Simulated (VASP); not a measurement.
Runs of VASP 6.6.1 on ZrC3. The structure is that of space group P6/mmm (No. 191), or close to it. The cells are those of the table. 

```tsv
task	cell	k mesh	gap on the mesh (eV)	pressure (GPa)
single point	a = 4.017, b = 4.017, c = 4.385 Å, angles 90.0, 90.0, 120.0°, 4 atoms	6 × 6 × 4	none	(a)
single point	a = 3.547, b = 3.547, c = 3.743 Å, angles 90.0, 90.0, 120.0°, 4 atoms	6 × 6 × 6	none	84.5
relaxation of cell and atoms	relaxed from a = 3.547, b = 3.547, c = 3.743 Å, angles 90.0, 90.0, 120.0°, 4 atoms	6 × 6 × 4	none	0.0
single point	a = 4.018, b = 4.018, c = 4.397 Å, angles 90.0, 90.0, 120.0°, 4 atoms	12 × 12 × 10	none	0.0
```

Alike in all rows: level PBE; potentials or basis VASP PAW PBE potentials, release 64 (Zr_sv, C); no spin polarisation; cutoff (eV) 600; smearing gaussian 0.1 eV.

Estimate the missing entries.

(a) 0.3.

Caveats: some runs use coarse meshes; the cell stands under pressure (at least some runs).

A k mesh can miss the band edges, and the runs leave out spin-orbit coupling on Zr.

A gap of «none» marks levels without a gap at the run's occupations.
